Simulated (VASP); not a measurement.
# SrO (Fm-3m) in VASP: further runs

Runs on SrO. Level: PBEsol. Tasks: electric field gradients.

All numbers are computed with VASP 6.6.1; they aren't measurements. Logs are shortened: lines on timing, memory, paths and dates and some standing lists are left out, and cuts for length are marked.

**1. The cell of the first run**

The structure is cubic, space group Fm-3m (No. 225). The conventional cell has a = 5.070 Å, b = 5.070 Å, c = 5.070 Å, α = 90.00°, β = 90.00°, γ = 90.00°. Within 3.3 Å of Sr (site symmetry m-3m) lie 6 O at 2.54 Å. O (site symmetry m-3m) has 6 Sr at 2.54 Å within 3.3 Å.

**2. Electric field gradients, PBEsol (volume scaled by 0.96)**

Contents of INCAR:

```
SYSTEM = SrO
  PREC = Accurate
  ENCUT = 520
  EDIFF = 1E-8
  ISMEAR = -1
  SIGMA = 0.03
  LREAL = .False.
  LASPH = .True.
  NELM = 60
  ALGO = Normal
  ISIF = 2
  LWAVE = .False.
  LCHARG = .False.
  GGA = PS
  LEFG = .True.
  NBANDS = 15
```

Contents of KPOINTS:

```
regular mesh
0
Gamma
  8 8 8
  0 0 0
```

Contents of POSCAR:

```
SrO
1.0
    0.0000000000      2.5350687154      2.5350687154
    2.5350687154      0.0000000000      2.5350687154
    2.5350687154      2.5350687154      0.0000000000
Sr O
1 1
Direct
    0.0000000000      0.0000000000      0.0000000000
    0.5000000000      0.5000000000      0.5000000000
```

Potentials or basis: VASP PAW PBE potentials, release 64 (Sr_sv, O).

Command:

```sh
$ cat potpaw_PBE.64/Sr_sv/POTCAR potpaw_PBE.64/O/POTCAR > POTCAR
$ mpirun -np 1 vasp_std > vasp.out
```

OUTCAR:

```text
SYSTEM = SrO
   PREC = Accurate
   ENCUT = 520
   EDIFF = 1E-8
   ISMEAR = -1
   LREAL = .False.
   LASPH = .True.
   NELM = 60
   ISIF = 2
   GGA = PS

 ion  position               nearest neighbor table
   1  0.000  0.000  0.000-   2 2.54   2 2.54   2 2.54   2 2.54   2 2.54   2 2.54
   2  0.500  0.500  0.500-   1 2.54   1 2.54   1 2.54   1 2.54   1 2.54   1 2.54

  LATTYP: Found a face centered cubic cell.
 ALAT       =     5.0701374308

  Lattice vectors:

 A1 = (   0.0000000000,   2.5350687154,   2.5350687154)
 A2 = (   2.5350687154,   0.0000000000,   2.5350687154)
 A3 = (   2.5350687154,   2.5350687154,   0.0000000000)

Analysis of symmetry for initial positions (statically):
=====================================================================
 Subroutine PRICEL returns:
 Original cell was already a primitive cell.

 Routine SETGRP: Setting up the symmetry group for a
 face centered cubic supercell.

 Subroutine GETGRP returns: Found 48 space group operations
 (whereof 48 operations were pure point group operations)
 out of a pool of 48 trial point group operations.

The static configuration has the point symmetry O_h .

Analysis of symmetry for dynamics (positions and initial velocities):
=====================================================================
 Subroutine PRICEL returns:
 Original cell was already a primitive cell.

 Routine SETGRP: Setting up the symmetry group for a
 face centered cubic supercell.

 Subroutine GETGRP returns: Found 48 space group operations
 (whereof 48 operations were pure point group operations)
 out of a pool of 48 trial point group operations.

The dynamic configuration has the point symmetry O_h .

 Subroutine INISYM returns: Found 48 space group operations
 (whereof 48 operations are pure point group operations),
 and found     1 'primitive' translations

----------------------------------------------------------------------------------------

                                     Primitive cell

  volume of cell :      32.5836

  direct lattice vectors                    reciprocal lattice vectors
     0.000000000  2.535068715  2.535068715    -0.197233312  0.197233312  0.197233312
     2.535068715  0.000000000  2.535068715     0.197233312 -0.197233312  0.197233312
     2.535068715  2.535068715  0.000000000     0.197233312  0.197233312 -0.197233312

  length of vectors
     3.585128559  3.585128559  3.585128559     0.341618118  0.341618118  0.341618118

  position of ions in fractional coordinates (direct lattice)
     0.000000000  0.000000000  0.000000000
     0.500000000  0.500000000  0.500000000

  ion indices of the primitive-cell ions
   primitive index   ion index
                 1           1
                 2           2

----------------------------------------------------------------------------------------

 KPOINTS: regular mesh

Automatic generation of k-mesh.
 Grid dimensions read from file:
 generate k-points for:    8    8    8

 Generating k-lattice:

  Cartesian coordinates                     Fractional coordinates (reciprocal lattice)
    -0.024654164  0.024654164  0.024654164     0.125000000  0.000000000  0.000000000
     0.024654164 -0.024654164  0.024654164     0.000000000  0.125000000  0.000000000
     0.024654164  0.024654164 -0.024654164     0.000000000  0.000000000  0.125000000

  Length of vectors
     0.042702265  0.042702265  0.042702265

  Shift w.r.t. Gamma in fractional coordinates (k-lattice)
     0.000000000  0.000000000  0.000000000

 Subroutine IBZKPT returns following result:
 ===========================================

 Found     29 irreducible k-points:

 Following reciprocal coordinates:
            Coordinates               Weight
  0.000000  0.000000  0.000000      1.000000
  0.125000  0.000000  0.000000      8.000000
  0.250000  0.000000  0.000000      8.000000
  0.375000  0.000000  0.000000      8.000000
  0.500000  0.000000  0.000000      4.000000
  0.125000  0.125000  0.000000      6.000000
[... 16 lines left out ...]
  0.500000  0.250000  0.125000     48.000000
 -0.375000  0.250000  0.125000     24.000000
 [... further k-points ...]
   k-points           NKPTS =     29   k-points in BZ     NKDIM =     29   number of bands    NBANDS=     15
   number of dos      NEDOS =    301   number of ions     NIONS =      2
   total plane-waves  NPLWV =  21952
   dimension x,y,z NGX =    28 NGY =   28 NGZ =   28
   dimension x,y,z NGXF=    56 NGYF=   56 NGZF=   56
   ions per type =               1   1
   NGX,Y,Z   is equivalent  to a cutoff of  12.98, 12.98, 12.98 a.u.
   NGXF,Y,Z  is equivalent  to a cutoff of  25.97, 25.97, 25.97 a.u.
 SYSTEM =  SrO
   PREC   = accura    normal or accurate (medium, high low for compatibility)
   ISTART =      0    job   : 0-new  1-cont  2-samecut
   ICHARG =      2    charge: 1-file 2-atom 10-const
   ISPIN  =      1    spin polarized calculation?
   LNONCOLLINEAR =      F non collinear calculations
   LSORBIT =      F    spin-orbit coupling
   LASPH  =      T    aspherical Exc in radial PAW
   ENCUT  =  520.0 eV  38.22 Ry    6.18 a.u.   6.67  6.67  6.67*2*pi/ulx,y,z
   NELM   =     60;   NELMIN=  2; NELMDL= -5     # of ELM steps
   EDIFF  = 0.1E-07   stopping-criterion for ELM
   LREAL  =      F    real-space projection
   EDIFFG = 0.1E-06   stopping-criterion for IOM
   NSW    =      0    number of steps for IOM
   IBRION =     -1    ionic relax: 0-MD 1-quasi-New 2-CG
   NFREE  =      0    steps in history (QN), initial steepest desc. (CG)
   ISIF   =      2    stress and relaxation
   ISYM   =      2    0-nonsym 1-usesym 2-fastsym
   POTIM  = 0.5000    time-step for ionic-motion
   TEBEG  =    0.0;   TEEND  =   0.0 temperature during run
   PSTRESS=    0.0 pullay stress
   NELECT =      16.0000    total number of electrons
   NUPDOWN=      -1.0000    fix difference up-down
   EMIN   =  10.00;   EMAX   =-10.00  energy-range for DOS
   EFERMI =   0.00;   METHOD = LEGACY
   ISMEAR =    -1;   SIGMA  =   0.03  broadening in eV -4-tet -1-fermi 0-gaus
   EFERMI_NEDOS =   21; number of points for ismear=-14 and -15
   IALGO  =     38    algorithm
   IMIX   =      4    mixing-type and parameters
     AMIX     =   0.40;   BMIX     =  1.00
     AMIX_MAG =   1.60;   BMIX_MAG =  1.00
  volume/ion in A,a.u.               =      16.29       109.94
  Fermi-wavevector in a.u.,A,eV,Ry     =   1.291562  2.440697 22.696302  1.668131
  Thomas-Fermi vector in A             =   2.423324
   LORBIT       =      0    0 simple, 1 ext, 2 COOP (PROOUT), +10 PAW based schemes
   GGA     = PS    functional components
   LHFCALC =     F    Hartree Fock is set to
   AEXX    =    0.0000 exact exchange contribution
   IVDW    =     0    specifies the selected vdW correction
   LEPSILON=     F    determine dielectric tensor
   LRPA    =     F    only Hartree local field effects (RPA)
 non-spin polarized calculation
  energy-cutoff  :      520.00
  volume of cell :       32.58
 maximum number of plane-waves:       893
   NGX = 13   NGY = 13   NGZ = 13

 number of electron      15.9999995 magnetization

 Free energy of the ion-electron system (eV)
  ---------------------------------------------------
  ext. energy  EPLUGINS =         0.00000000
  ---------------------------------------------------
  free energy    TOTEN  =       -12.62447227 eV

  energy without entropy =      -12.62447227  energy(sigma->0) =      -12.62447227

 E-fermi :   2.3321     XC(G=0): -10.4813

 val. band max:        1.6931773464   @ k =   0.0000   0.0000   0.0000
 cond. band min:       4.8134314372   @ k =   0.5000   0.5000   0.0000
 fundamental gap:      3.1202540908
 Fermi energy:         2.3320768337

 k-point     1 :       0.0000    0.0000    0.0000
  band No.  band energies     occupation
      1     -30.4037      2.00000
      2     -13.3583      2.00000
      3     -12.0079      2.00000
      4     -12.0079      2.00000
      5     -12.0079      2.00000
      6       1.6932      2.00000
      7       1.6932      2.00000
      8       1.6932      2.00000
      9       5.8203      0.00000
     10       7.9408      0.00000
     11       7.9408      0.00000
     12       7.9408      0.00000
     13      10.2342      0.00000
     14      10.2342      0.00000
[... 401 lines left out ...]
      2     -14.6267      2.00000
      3     -12.4658      2.00000
      4     -12.2798      2.00000
      5     -11.1846      2.00000
      6       0.0294      2.00000
      7       0.7772      2.00000
      8       0.8766      2.00000
      9       8.1399      0.00000
     10       8.5026      0.00000
     11      11.3268      0.00000
     12      11.4570      0.00000
     13      13.7127      0.00000
     14      15.0191      0.00000
     15      15.4538      0.00000

 [... further k-points ...]

------------------------ aborting loop because EDIFF is reached ----------------------------------------

  FORCE on cell =-STRESS in cart. coord.  units (eV):
  Direction    XX          YY          ZZ          XY          YZ          ZX
  --------------------------------------------------------------------------------------
  -------------------------------------------------------------------------------------
  Total        0.7791913      0.7791913      0.7791913      0.0000000      0.0000000     -0.0000000
  in kB       38.3138220     38.3138220     38.3138220      0.0000000      0.0000000     -0.0000000
  external PRESSURE =      38.3138220 kB  Pullay stress =       0.0000000 kB

 VOLUME and BASIS-vectors are now :
 -----------------------------------------------------------------------------
  energy-cutoff  :      520.00
  volume of cell :       32.58
      direct lattice vectors                 reciprocal lattice vectors
     0.000000000  2.535068715  2.535068715    -0.197233312  0.197233312  0.197233312
     2.535068715  0.000000000  2.535068715     0.197233312 -0.197233312  0.197233312
     2.535068715  2.535068715  0.000000000     0.197233312  0.197233312 -0.197233312

 POSITION                                       TOTAL-FORCE (eV/Angst)
 -----------------------------------------------------------------------------------
      0.00000      0.00000      0.00000         0.000000     -0.000000      0.000000
      2.53507      2.53507      2.53507        -0.000000      0.000000     -0.000000
 -----------------------------------------------------------------------------------
    total drift:                                0.000000      0.000000      0.000000

  FREE ENERGIE OF THE ION-ELECTRON SYSTEM (eV)
  ---------------------------------------------------
  free  energy   TOTEN  =       -12.6244722712 eV

  energy  without entropy=      -12.6244722712  energy(sigma->0) =      -12.62447227

 Electric field gradients (V/A^2)
---------------------------------------------------------------------
 ion       V_xx      V_yy      V_zz      V_xy      V_xz      V_yz
---------------------------------------------------------------------
   1       0.000    -0.000    -0.000     0.000     0.000     0.000
   2      -0.000     0.000     0.000    -0.002    -0.002    -0.002
---------------------------------------------------------------------

 Electric field gradients after diagonalization (V/A^2)
 (convention: |V_zz| > |V_xx| > |V_yy|)
----------------------------------------------------------------------
 ion       V_xx      V_yy      V_zz     asymmetry (V_yy - V_xx)/ V_zz
----------------------------------------------------------------------
   1      -0.000    -0.000     0.000       0.000
   2       0.002     0.002    -0.003       0.000
----------------------------------------------------------------------

           NMR quadrupolar parameters

 Cq : quadrupolar parameter    Cq=e*Q*V_zz/h
 eta: asymmetry parameters     (V_yy - V_xx)/ V_zz
 Q  : nuclear electric quadrupole moment in mb (millibarn)
----------------------------------------------------------------------
 ion       Cq(MHz)       eta       Q (mb)
----------------------------------------------------------------------
   1       0.000       0.000       1.000
   2      -0.000       0.000       1.000
----------------------------------------------------------------------
```

Wall time 16 s (1 thread of Intel Xeon 6975P-C, shared host); peak memory 0.16 GiB.

Results:

```yaml
Free_energy: -12.6245 eV
Pressure: 3.8 GPa
Band_gap_on_the_k_mesh: 3.12 eV, indirect (least direct gap 3.18 eV)
```

Caveat: without QUAD_EFG the Cq values of the log hold for a quadrupole moment of 1 mb, not for the nuclei; the PAW data sets were made with another functional, which shifts forces and pressure a little.

[end of part 1 of 2]
